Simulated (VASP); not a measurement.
# CO2 (P4_2/mnm) in VASP: a series of runs, part 2 of 2

VASP 6.6.1. The steps go on from the part before.

### 3 Single point, r2SCAN (volume scaled by 1.06, then relaxed in part)

POSCAR

```
CO2
1.0
    4.4988837360      0.0000000000      0.0000000000
    0.0000000000      4.4988837360      0.0000000000
    0.0000000000      0.0000000000      4.6327326249
C O
2 4
Direct
    0.5000000000      0.5000000000      0.5000000000
    0.0000000000      0.0000000000      0.0000000000
    0.3176059901      0.6823940099      0.5000000000
    0.6823940099      0.3176059901      0.5000000000
    0.1823940099      0.1823940099      0.0000000000
    0.8176059901      0.8176059901      0.0000000000
```

INCAR.step1

```
PREC = Accurate ; ENCUT = 520
ISMEAR = 0 ; SIGMA = 0.02
LREAL = F ; LASPH = T
NELM = 60 ; NBANDS = 25
GGA = PE ; ALGO = Normal
EDIFF = 1E-4 ; LWAVE = T
LCHARG = F
```

INCAR.step2

```
PREC = Accurate ; ENCUT = 520
EDIFF = 1E-7 ; ISMEAR = 0
SIGMA = 0.02 ; LREAL = F
LASPH = T ; NELM = 60
ALGO = Normal ; ISIF = 2
LWAVE = F ; LCHARG = F
METAGGA = R2SCAN ; LMIXTAU = T
NBANDS = 25 ; ISTART = 1
```

KPOINTS

```
regular mesh
0
Gamma
  6 6 6
```

Potentials or basis: VASP PAW PBE potentials, release 64 (C, O).

Started as:

```bash
cat potpaw_PBE.64/C/POTCAR potpaw_PBE.64/O/POTCAR > POTCAR
cp INCAR.step1 INCAR
mpirun -np 1 vasp_std > vasp.out
cp INCAR.step2 INCAR
mpirun -np 1 vasp_std > vasp.out
```

OUTCAR:

```text
PREC = Accurate
   ENCUT = 520
   EDIFF = 1E-7
   ISMEAR = 0
   LREAL = F
   LASPH = T
   NELM = 60
   ISIF = 2
   METAGGA = R2SCAN
   ISTART = 1

 ion  position               nearest neighbor table
   1  0.500  0.500  0.500-   3 1.16   4 1.16
   2  0.000  0.000  0.000-   5 1.16   6 1.16
   3  0.318  0.682  0.500-   1 1.16
   4  0.682  0.318  0.500-   1 1.16
   5  0.182  0.182  0.000-   2 1.16
   6  0.818  0.818  0.000-   2 1.16

  LATTYP: Found a simple tetragonal cell.
 ALAT       =     4.4988837360
 C/A-ratio  =     1.0297515777

  Lattice vectors:

 A1 = (   4.4988837360,   0.0000000000,   0.0000000000)
 A2 = (   0.0000000000,   4.4988837360,   0.0000000000)
 A3 = (   0.0000000000,   0.0000000000,   4.6327326249)

Analysis of symmetry for initial positions (statically):
=====================================================================
 Subroutine PRICEL returns:
 Original cell was already a primitive cell.

 Routine SETGRP: Setting up the symmetry group for a
 simple tetragonal supercell.

 Subroutine GETGRP returns: Found 16 space group operations
 (whereof  8 operations were pure point group operations)
 out of a pool of 16 trial point group operations.

The static configuration has the point symmetry D_2h.
 The point group associated with its full space group is D_4h.

Analysis of symmetry for dynamics (positions and initial velocities):
=====================================================================
 Subroutine PRICEL returns:
 Original cell was already a primitive cell.

 Routine SETGRP: Setting up the symmetry group for a
 simple tetragonal supercell.

 Subroutine GETGRP returns: Found 16 space group operations
 (whereof  8 operations were pure point group operations)
 out of a pool of 16 trial point group operations.

[... 128 lines left out ...]
     AMIX     =   0.40;   BMIX     =  1.00
     AMIX_MAG =   1.60;   BMIX_MAG =  1.00
  volume/ion in A,a.u.               =      15.63       105.46
  Fermi-wavevector in a.u.,A,eV,Ry     =   1.144044  2.161929 17.807791  1.308836
  Thomas-Fermi vector in A             =   2.280737
   LORBIT       =      0    0 simple, 1 ext, 2 COOP (PROOUT), +10 PAW based schemes
   METAGGA = R2SCAN    functional components
   LHFCALC =     F    Hartree Fock is set to
   AEXX    =    0.0000 exact exchange contribution
   IVDW    =     0    specifies the selected vdW correction
   LEPSILON=     F    determine dielectric tensor
   LRPA    =     F    only Hartree local field effects (RPA)
 non-spin polarized calculation
 Gauss-broadening in eV      SIGMA  =   0.02
  energy-cutoff  :      520.00
  volume of cell :       93.77
 maximum number of plane-waves:      2541
 NGX is ok and might be reduce to    36
   NGX = 17   NGY = 17   NGZ = 17

 number of electron      32.0000012 magnetization

 Free energy of the ion-electron system (eV)
  ---------------------------------------------------
  ext. energy  EPLUGINS =         0.00000000
  ---------------------------------------------------
  free energy    TOTEN  =       -51.46589403 eV

  energy without entropy =      -51.46589403  energy(sigma->0) =      -51.46589403

 E-fermi :  -4.2615     XC(G=0):  -7.9552

 val. band max:       -4.3719724371   @ k =   0.5000   0.5000   0.5000
 cond. band min:       2.9150360025   @ k =   0.0000   0.0000   0.0000
 fundamental gap:      7.2870084396
 Fermi energy:        -4.2615228542

 k-point     1 :       0.0000    0.0000    0.0000
  band No.  band energies     occupation
      1     -26.2201      2.00000
      2     -26.0089      2.00000
      3     -25.0003      2.00000
      4     -25.0003      2.00000
      5      -9.9800      2.00000
      6      -9.6962      2.00000
[... 661 lines left out ...]
     24       9.1677      0.00000
     25      11.3310      0.00000

 [... further k-points ...]

------------------------ aborting loop because EDIFF is reached ----------------------------------------

  FORCE on cell =-STRESS in cart. coord.  units (eV):
  Direction    XX          YY          ZZ          XY          YZ          ZX
  --------------------------------------------------------------------------------------
  -------------------------------------------------------------------------------------
  Total        1.4779244      1.4779244     -0.3536710      0.0000000      0.0000000      0.0000000
  in kB       25.2531775     25.2531775     -6.0431477      0.0000000      0.0000000      0.0000000
  external PRESSURE =      14.8210691 kB  Pullay stress =       0.0000000 kB

 VOLUME and BASIS-vectors are now :
 -----------------------------------------------------------------------------
  energy-cutoff  :      520.00
  volume of cell :       93.77
      direct lattice vectors                 reciprocal lattice vectors
     4.498883736  0.000000000  0.000000000     0.222277360  0.000000000  0.000000000
     0.000000000  4.498883736  0.000000000     0.000000000  0.222277360  0.000000000
     0.000000000  0.000000000  4.632732625     0.000000000  0.000000000  0.215855324

 POSITION                                       TOTAL-FORCE (eV/Angst)
 -----------------------------------------------------------------------------------
      2.24944      2.24944      2.31637         0.000000      0.000000      0.000000
      0.00000      0.00000      0.00000         0.000000      0.000000      0.000000
      1.42887      3.07001      2.31637        -0.564842      0.564842      0.000000
      3.07001      1.42887      2.31637         0.564842     -0.564842      0.000000
      0.82057      0.82057      0.00000         0.564842      0.564842      0.000000
      3.67831      3.67831      0.00000        -0.564842     -0.564842      0.000000
 -----------------------------------------------------------------------------------
    total drift:                                0.000000      0.000000      0.000000

  FREE ENERGIE OF THE ION-ELECTRON SYSTEM (eV)
  ---------------------------------------------------
  free  energy   TOTEN  =       -51.4658940307 eV

  energy  without entropy=      -51.4658940307  energy(sigma->0) =      -51.46589403
```

OUTCAR.step1:

```text
PREC = Accurate
   ENCUT = 520
   ISMEAR = 0
   LREAL = F
[... 912 lines left out ...]
      1.42887      3.07001      2.31637        -1.105734      1.105734      0.000000
      3.07001      1.42887      2.31637         1.105734     -1.105734     -0.000000
      0.82057      0.82057      0.00000         1.105734      1.105734      0.000000
      3.67831      3.67831      0.00000        -1.105734     -1.105734     -0.000000
 -----------------------------------------------------------------------------------
    total drift:                                0.000000      0.000000      0.000000

  FREE ENERGIE OF THE ION-ELECTRON SYSTEM (eV)
  ---------------------------------------------------
  free  energy   TOTEN  =       -46.0269230279 eV

  energy  without entropy=      -46.0269230279  energy(sigma->0) =      -46.02692303
```

It took 8.9 min on 1 thread of Oxide Virtual Turin-like, shared host; peak memory 0.21 GiB.

What came out:

```yaml
Free_energy: -51.4659 eV
Pressure: 1.5 GPa
Largest_force: 0.799 eV/Å
Band_gap_on_the_k_mesh: 7.29 eV, indirect (least direct gap 7.53 eV)
```

Forces in eV/Å, atoms in the order of the input:
```
C    0.000  0.000  0.000
C    0.000  0.000  0.000
O   -0.565  0.565  0.000
O    0.565 -0.565  0.000
O    0.565  0.565  0.000
O   -0.565 -0.565  0.000
```

Stress tensor (GPa, compression positive):
```
 2.53  0.00  0.00
 0.00  2.53  0.00
 0.00  0.00 -0.60
```

Caveat: the PAW data sets were made with another functional, which shifts forces and pressure a little. A k mesh can miss the band edges.
